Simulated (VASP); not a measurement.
# Zn4HSe4 (a cell with a defect) in VASP: notebook

Zn4HSe4 (a cell with a defect) is run at these levels: PBEsol; tasks: single point.

All numbers are computed with VASP 6.6.1; they aren't measurements. Logs are shortened: lines on timing, memory, paths and dates and some standing lists are left out, and cuts for length are marked.

**1. The cell of the first run**

The cell holds a defect, 9 atoms: a = 5.693 Å, b = 5.693 Å, c = 6.849 Å, α = 114.56°, β = 114.56°, γ = 90.00°.

**2. Single point, PBEsol**

INCAR

```
SYSTEM = Zn4HSe4
ALGO     = Normal         ! electronic algorithm
EDIFF    = 1E-6           ! SCF threshold, eV
ENCUT    = 520            ! plane-wave cutoff, eV
GGA      = PS             ! functional
ISIF     = 2              ! what is computed and relaxed
ISMEAR   = 0              ! smearing method
LASPH    = .TRUE.         ! aspherical terms in the spheres
LCHARG   = .TRUE.         ! write CHGCAR
LELF     = .TRUE.         ! ELF
LREAL    = .FALSE.        ! projectors in reciprocal space
LVHAR    = .TRUE.       
LWAVE    = .FALSE.        ! write WAVECAR
NBANDS   = 46             ! bands
NELECT   = 72.0         
NELM     = 100            ! most SCF steps
PREC     = Accurate       ! precision mode
SIGMA    = 0.05           ! smearing width, eV
```

KPOINTS

```
k-points
0
G
  6 6 6
  0 0 0
```

POSCAR

```
Zn4HSe4
1.0
   -4.0256375597     -4.0256375597      0.0000000000
   -4.0256375597      4.0256375597      0.0000000000
    4.0256375597      0.0000000000     -5.5406228226
Zn Se H
4 4 1
Direct
    0.5000000000      0.5000000000      0.0000000000
    0.0000000000      0.0000000000      0.0000000000
    0.0000000000      0.5000000000      0.0000000000
    0.5000000000      0.0000000000      0.0000000000
    0.1161581573      0.6161581573      0.7323163146
    0.6161581573      0.1161581573      0.7323163146
    0.8838418427      0.8838418427      0.2676836854
    0.3838418427      0.3838418427      0.2676836854
    0.1249704377      0.1249704377     -0.7530638870
```

Potentials or basis: VASP PAW PBE potentials, release 64 (Zn, Se, H).

Launch:

```
cat potpaw_PBE.64/Zn/POTCAR potpaw_PBE.64/Se/POTCAR potpaw_PBE.64/H/POTCAR > POTCAR
mpirun -np 1 vasp_std > vasp.out
```

OUTCAR:

```text
SYSTEM = Zn4HSe4
   EDIFF = 1E-6
   ENCUT = 520
   GGA = PS
   ISIF = 2
   ISMEAR = 0
   LASPH = .TRUE.
   LREAL = .FALSE.
   NELECT = 72.0
   NELM = 100
   PREC = Accurate

 ion  position               nearest neighbor table
   1  0.500  0.500  0.000-   5 2.50   6 2.50   7 2.50   8 2.50   3 2.85   4 2.85   4 2.85   3 2.85

   2  0.000  0.000  0.000-   9 1.37   6 2.50   7 2.50   8 2.50   5 2.50   4 2.85   3 2.85   3 2.85
                             4 2.85
   3  0.000  0.500  0.000-   5 2.50   6 2.50   7 2.50   8 2.50   1 2.85   2 2.85   2 2.85   1 2.85

   4  0.500  0.000  0.000-   5 2.50   6 2.50   7 2.50   8 2.50   1 2.85   2 2.85   1 2.85   2 2.85

   5  0.116  0.616  0.732-   1 2.50   2 2.50   3 2.50   4 2.50
   6  0.616  0.116  0.732-   1 2.50   2 2.50   3 2.50   4 2.50
   7  0.884  0.884  0.268-   1 2.50   2 2.50   3 2.50   4 2.50
   8  0.384  0.384  0.268-   1 2.50   2 2.50   3 2.50   4 2.50
   9  0.125  0.125  0.247-   2 1.37

  LATTYP: Found a body centered tetragonal cell.
 ALAT       =     5.6931112341
 C/A-ratio  =     1.9464305526

  Lattice vectors:

 A1 = (   0.0000000000,  -4.0256375597,   5.5406228226)
 A2 = (   0.0000000000,   4.0256375597,   5.5406228226)
 A3 = (  -4.0256375597,   0.0000000000,  -5.5406228226)

Analysis of symmetry for initial positions (statically):
=====================================================================
 Subroutine PRICEL returns:
 Original cell was already a primitive cell.

 Routine SETGRP: Setting up the symmetry group for a
 body centered tetragonal supercell.

 Subroutine GETGRP returns: Found  2 space group operations
 (whereof  2 operations were pure point group operations)
 out of a pool of 16 trial point group operations.

The static configuration has the point symmetry C_1h.

Analysis of symmetry for dynamics (positions and initial velocities):
=====================================================================
 Subroutine PRICEL returns:
 Original cell was already a primitive cell.

 Routine SETGRP: Setting up the symmetry group for a
 body centered tetragonal supercell.

 Subroutine GETGRP returns: Found  2 space group operations
 (whereof  2 operations were pure point group operations)
 out of a pool of 16 trial point group operations.

The dynamic configuration has the point symmetry C_1h.

 Subroutine INISYM returns: Found  2 space group operations
 (whereof  2 operations are pure point group operations),
 and found     1 'primitive' translations

----------------------------------------------------------------------------------------

                                     Primitive cell

  volume of cell :     179.5800

  direct lattice vectors                    reciprocal lattice vectors
    -4.025637560 -4.025637560  0.000000000    -0.124203929 -0.124203929 -0.090242562
    -4.025637560  4.025637560  0.000000000    -0.124203929  0.124203929 -0.090242562
     4.025637560  0.000000000 -5.540622823     0.000000000  0.000000000 -0.180485125

  length of vectors
     5.693111234  5.693111234  6.848668413     0.197476459  0.197476459  0.180485125

  position of ions in fractional coordinates (direct lattice)
     0.500000000  0.500000000  0.000000000
     0.000000000  0.000000000  0.000000000
     0.000000000  0.500000000  0.000000000
     0.500000000  0.000000000  0.000000000
     0.116158157  0.616158157  0.732316315
     0.616158157  0.116158157  0.732316315
     0.883841843  0.883841843  0.267683685
     0.383841843  0.383841843  0.267683685
     0.124970438  0.124970438  0.246936113

  ion indices of the primitive-cell ions
   primitive index   ion index
                 1           1
                 2           2
                 3           3
                 4           4
                 5           5
                 6           6
                 7           7
                 8           8
                 9           9

----------------------------------------------------------------------------------------

 KPOINTS: k-points

Automatic generation of k-mesh.
 Grid dimensions read from file:
 generate k-points for:    6    6    6

 Generating k-lattice:

  Cartesian coordinates                     Fractional coordinates (reciprocal lattice)
    -0.020700655 -0.020700655 -0.015040427     0.166666667  0.000000000  0.000000000
    -0.020700655  0.020700655 -0.015040427     0.000000000  0.166666667  0.000000000
     0.000000000  0.000000000 -0.030080854     0.000000000  0.000000000  0.166666667

  Length of vectors
     0.032912743  0.032912743  0.030080854

  Shift w.r.t. Gamma in fractional coordinates (k-lattice)
     0.000000000  0.000000000  0.000000000

 Subroutine IBZKPT returns following result:
 ===========================================

 Found     68 irreducible k-points:

 Following reciprocal coordinates:
            Coordinates               Weight
  0.000000  0.000000  0.000000      1.000000
  0.166667  0.000000  0.000000      4.000000
  0.000000 -0.166667  0.166667      4.000000
  0.333333  0.000000  0.000000      4.000000
  0.000000 -0.333333  0.333333      4.000000
  0.500000  0.000000  0.000000      2.000000
[... 16 lines left out ...]
 -0.166667  0.166667  0.000000      2.000000
  0.166667  0.166667 -0.166667      2.000000
 [... further k-points ...]
   k-points           NKPTS =     68   k-points in BZ     NKDIM =     68   number of bands    NBANDS=     46
   number of dos      NEDOS =    301   number of ions     NIONS =      9
   total plane-waves  NPLWV =  95256
   dimension x,y,z NGX =    42 NGY =   42 NGZ =   54
   dimension x,y,z NGXF=    84 NGYF=   84 NGZF=  108
   ions per type =               4   4   1
   NGX,Y,Z   is equivalent  to a cutoff of  12.26, 12.26, 13.11 a.u.
   NGXF,Y,Z  is equivalent  to a cutoff of  24.53, 24.53, 26.22 a.u.
 SYSTEM =  Zn4HSe4
   PREC   = accura    normal or accurate (medium, high low for compatibility)
   ISTART =      0    job   : 0-new  1-cont  2-samecut
   ICHARG =      2    charge: 1-file 2-atom 10-const
   ISPIN  =      1    spin polarized calculation?
   LNONCOLLINEAR =      F non collinear calculations
   LSORBIT =      F    spin-orbit coupling
   LASPH  =      T    aspherical Exc in radial PAW
   ENCUT  =  520.0 eV  38.22 Ry    6.18 a.u.  10.59 10.59 12.73*2*pi/ulx,y,z
   NELM   =    100;   NELMIN=  2; NELMDL= -5     # of ELM steps
   EDIFF  = 0.1E-05   stopping-criterion for ELM
   LREAL  =      F    real-space projection
   EDIFFG = 0.1E-04   stopping-criterion for IOM
   NSW    =      0    number of steps for IOM
   IBRION =     -1    ionic relax: 0-MD 1-quasi-New 2-CG
   NFREE  =      0    steps in history (QN), initial steepest desc. (CG)
   ISIF   =      2    stress and relaxation
   ISYM   =      2    0-nonsym 1-usesym 2-fastsym
   POTIM  = 0.5000    time-step for ionic-motion
   TEBEG  =    0.0;   TEEND  =   0.0 temperature during run
   PSTRESS=    0.0 pullay stress
   NELECT =      72.0000    total number of electrons
   NUPDOWN=      -1.0000    fix difference up-down
   EMIN   =  10.00;   EMAX   =-10.00  energy-range for DOS
   EFERMI =   0.00;   METHOD = LEGACY
   ISMEAR =     0;   SIGMA  =   0.05  broadening in eV -4-tet -1-fermi 0-gaus
   EFERMI_NEDOS =   21; number of points for ismear=-14 and -15
   IALGO  =     38    algorithm
   IMIX   =      4    mixing-type and parameters
     AMIX     =   0.40;   BMIX     =  1.00
     AMIX_MAG =   1.60;   BMIX_MAG =  1.00
  volume/ion in A,a.u.               =      19.95       134.65
  Fermi-wavevector in a.u.,A,eV,Ry     =   1.207164  2.281210 19.827028  1.457245
  Thomas-Fermi vector in A             =   2.342810
   LORBIT       =      0    0 simple, 1 ext, 2 COOP (PROOUT), +10 PAW based schemes
   GGA     = PS    functional components
   LHFCALC =     F    Hartree Fock is set to
   AEXX    =    0.0000 exact exchange contribution
   IVDW    =     0    specifies the selected vdW correction
   LEPSILON=     F    determine dielectric tensor
   LRPA    =     F    only Hartree local field effects (RPA)
 non-spin polarized calculation
 Gauss-broadening in eV      SIGMA  =   0.05
  energy-cutoff  :      520.00
  volume of cell :      179.58
 maximum number of plane-waves:      4858
   NGX = 21   NGY = 21   NGZ = 25

 number of electron      71.9999967 magnetization

 Free energy of the ion-electron system (eV)
  ---------------------------------------------------
  ext. energy  EPLUGINS =         0.00000000
  ---------------------------------------------------
  free energy    TOTEN  =       -29.16652748 eV

  energy without entropy =      -29.16651157  energy(sigma->0) =      -29.16651952

 E-fermi :   1.7428     XC(G=0):  -9.5438

 val. band max:        1.6591401515   @ k =   0.0000   0.0000   0.0000
 cond. band min:       1.8264626945   @ k =   0.0000   0.0000   0.0000
 fundamental gap:      0.1673225430
 Fermi energy:         1.7427909512

 k-point     1 :       0.0000    0.0000    0.0000
  band No.  band energies     occupation
      1     -12.1508      2.00000
      2     -11.0813      2.00000
      3     -10.6485      2.00000
      4     -10.3961      2.00000
      5      -7.1270      2.00000
      6      -5.8718      2.00000
[... 38 lines left out ...]
     45       7.2273      0.00000
     46       7.2926      0.00000

 k-point     2 :       0.1667    0.0000    0.0000
  band No.  band energies     occupation
      1     -12.0795      2.00000
      2     -11.1386      2.00000
      3     -10.6536      2.00000
      4     -10.4369      2.00000
      5      -7.1083      2.00000
      6      -5.8741      2.00000
[... 38 lines left out ...]
     45       7.2367      0.00000
     46       7.4885      0.00000

 k-point     3 :       0.0000   -0.1667    0.1667
  band No.  band energies     occupation
      1     -12.0795      2.00000
      2     -11.1386      2.00000
      3     -10.6536      2.00000
      4     -10.4369      2.00000
      5      -7.1081      2.00000
      6      -5.8740      2.00000
[... 38 lines left out ...]
     45       7.2387      0.00000
     46       7.4889      0.00000

 k-point     4 :       0.3333    0.0000    0.0000
  band No.  band energies     occupation
      1     -11.8917      2.00000
      2     -11.2930      2.00000
      3     -10.6560      2.00000
      4     -10.5352      2.00000
      5      -7.0672      2.00000
      6      -5.9079      2.00000
[... 920 lines left out ...]
     45       7.5441      0.00000
     46       8.1089      0.00000

 k-point    23 :      -0.1667    0.1667    0.0000
  band No.  band energies     occupation
      1     -12.0446      2.00000
      2     -11.1497      2.00000
      3     -10.6458      2.00000
      4     -10.4720      2.00000
      5      -7.1214      2.00000
      6      -5.8602      2.00000
[... 38 lines left out ...]
     45       7.3915      0.00000
     46       7.4177      0.00000

 k-point    24 :       0.1667    0.1667   -0.1667
  band No.  band energies     occupation
      1     -12.0178      2.00000
      2     -11.2141      2.00000
      3     -10.6263      2.00000
      4     -10.4699      2.00000
      5      -7.0684      2.00000
      6      -5.8855      2.00000
[... 38 lines left out ...]
     45       7.4518      0.00000
     46       7.5372      0.00000

 [... further k-points ...]
[... 5 lines left out ...]
  --------------------------------------------------------------------------------------
  -------------------------------------------------------------------------------------
  Total       -7.5187898     -6.0151223      0.4576226      0.0000000      0.0000000      0.0321888
  in kB      -67.0811656    -53.6657393      4.0828186      0.0000000      0.0000000      0.2871821
  external PRESSURE =     -38.8880287 kB  Pullay stress =       0.0000000 kB

 VOLUME and BASIS-vectors are now :
 -----------------------------------------------------------------------------
  energy-cutoff  :      520.00
  volume of cell :      179.58
      direct lattice vectors                 reciprocal lattice vectors
    -4.025637560 -4.025637560  0.000000000    -0.124203929 -0.124203929 -0.090242562
    -4.025637560  4.025637560  0.000000000    -0.124203929  0.124203929 -0.090242562
     4.025637560  0.000000000 -5.540622823     0.000000000  0.000000000 -0.180485125

 POSITION                                       TOTAL-FORCE (eV/Angst)
 -----------------------------------------------------------------------------------
     -4.02564      0.00000      0.00000        -0.019879      0.000000      0.966545
      0.00000      0.00000      0.00000         0.057182      0.000000      5.100760
     -2.01282      2.01282      0.00000        -0.002318      0.009383      0.419529
     -2.01282     -2.01282      0.00000        -0.002318     -0.009383      0.419529
      0.00000      2.01282     -4.05749        -0.001452      0.066520     -0.241275
      0.00000     -2.01282     -4.05749        -0.001452     -0.066520     -0.241275
     -6.03846      0.00000     -1.48313        -0.355557      0.000000     -0.952705
     -2.01282      0.00000     -1.48313         0.388178      0.000000     -0.984354
     -0.01210      0.00000     -1.36818        -0.062386      0.000000     -4.486753
 -----------------------------------------------------------------------------------
    total drift:                                0.000095     -0.000000      0.000812

  FREE ENERGIE OF THE ION-ELECTRON SYSTEM (eV)
  ---------------------------------------------------
  free  energy   TOTEN  =       -29.1665274838 eV

  energy  without entropy=      -29.1665115659  energy(sigma->0) =      -29.16651952
```

Wall time 5.9 min (1 thread of Intel Xeon 6975P-C (Granite Rapids), shared host); peak memory 0.59 GiB.

Results:

| Item | Value |
| --- | --- |
| Free energy | -29.1665 eV |
| Largest force | 5.101 eV/Å |

Forces in eV/Å, atoms in the order of the input:
```
Zn  -0.020  0.000  0.967
Zn   0.057  0.000  5.101
Zn  -0.002  0.009  0.420
Zn  -0.002 -0.009  0.420
Se  -0.001  0.067 -0.241
Se  -0.001 -0.067 -0.241
Se  -0.356  0.000 -0.953
Se   0.388  0.000 -0.984
H   -0.062  0.000 -4.487
```

Levels at points of the mesh, in eV from the Fermi level:
| k point | band 33 | band 34 | band 35 | band 36 | band 37 | band 38 | band 39 | band 40 |
| --- | --- | --- | --- | --- | --- | --- | --- | --- |
| (0.00, 0.00, 0.00) | -2.63 | -0.28 | -0.25 | -0.08 | 0.08 | 1.78 | 2.53 | 4.55 |
| (0.50, 0.00, 0.00) | -1.59 | -1.55 | -1.05 | -1.01 | 2.27 | 3.92 | 4.09 | 4.14 |
| (0.00, 0.50, 0.50) | -1.58 | -1.55 | -1.06 | -1.00 | 2.27 | 3.93 | 4.09 | 4.14 |
| (0.50, 0.50, 0.00) | -1.21 | -0.85 | -0.82 | -0.81 | 0.70 | 2.27 | 2.37 | 3.77 |
| (0.50, 0.50, 0.50) | -1.01 | -0.89 | -0.76 | -0.74 | 0.15 | 2.54 | 3.52 | 3.60 |
| (0.00, 0.00, 0.50) | -2.16 | -1.62 | -0.78 | -0.67 | 0.38 | 2.70 | 2.73 | 2.88 |

Caveat: the cell carries a net charge on a neutralising background, which shifts energy and pressure; the cell is charged against a uniform background, so pressure and absolute levels hang on convention; the PAW data sets were made with another functional, which shifts forces and pressure a little.

**3. Single point, PBEsol**

INCAR

```
PREC = Accurate
ENCUT = 520
EDIFF = 1E-6
ISMEAR = 0
SIGMA = 0.05
LREAL = False
LASPH = True
NELM = 80
ALGO = Normal
ISIF = 2
LWAVE = False
LCHARG = False
GGA = PS
NELECT = 72.0
NBANDS = 46
```

KPOINTS

```
Automatic mesh
0
Gamma
  6 6 6
```

POSCAR: that of step 2 with these lines changed.

```diff
@@ -16,2 +16,2 @@
     0.3838418427      0.3838418427      0.2676836854
-    0.1249704377      0.1249704377     -0.7530638870
+   -0.1250295623      0.3749704377     -0.2530638870
```

Potentials or basis: VASP PAW PBE potentials, release 64 (Zn, Se, H).

Launch:

```
cat potpaw_PBE.64/Zn/POTCAR potpaw_PBE.64/Se/POTCAR potpaw_PBE.64/H/POTCAR > POTCAR
mpirun -np 1 vasp_std > vasp.out
```

It took 20 min on 1 thread of Intel Xeon 8259CL, shared host; peak memory 0.6 GiB.

Results (log left out):

```yaml
Free_energy: -29.3060 eV
Largest_force: 4.409 eV/Å
```

Forces in eV/Å, atoms in the order of the input:
```
Zn  -0.002 -0.009 -0.414
Zn  -0.002  0.009 -0.414
Zn   0.050  0.000 -4.409
Zn  -0.021  0.000 -0.981
Se   0.409  0.000  0.998
Se  -0.375  0.000  0.965
Se  -0.001 -0.059  0.252
Se  -0.001  0.059  0.252
H   -0.057  0.000  3.750
```

Levels at points of the mesh, in eV from the Fermi level:
| k point | band 34 | band 35 | band 36 | band 37 | band 38 | band 39 |
| --- | --- | --- | --- | --- | --- | --- |
| (0.00, 0.00, 0.00) | -0.27 | -0.25 | -0.08 | 0.08 | 1.78 | 2.53 |
| (0.50, 0.00, 0.00) | -1.55 | -1.06 | -1.00 | 2.31 | 3.92 | 4.07 |
| (0.00, 0.50, 0.50) | -1.55 | -1.05 | -1.01 | 2.30 | 3.91 | 4.07 |
| (0.50, 0.50, 0.00) | -0.85 | -0.81 | -0.81 | 0.70 | 2.28 | 2.38 |
| (0.50, 0.50, 0.50) | -0.89 | -0.76 | -0.74 | 0.16 | 2.54 | 3.52 |
| (0.00, 0.00, 0.50) | -1.63 | -0.79 | -0.67 | 0.40 | 2.69 | 2.71 |

Caveat: the cell carries a net charge on a neutralising background, which shifts energy and pressure; the cell is charged against a uniform background, so pressure and absolute levels hang on convention; the PAW data sets were made with another functional, which shifts forces and pressure a little.
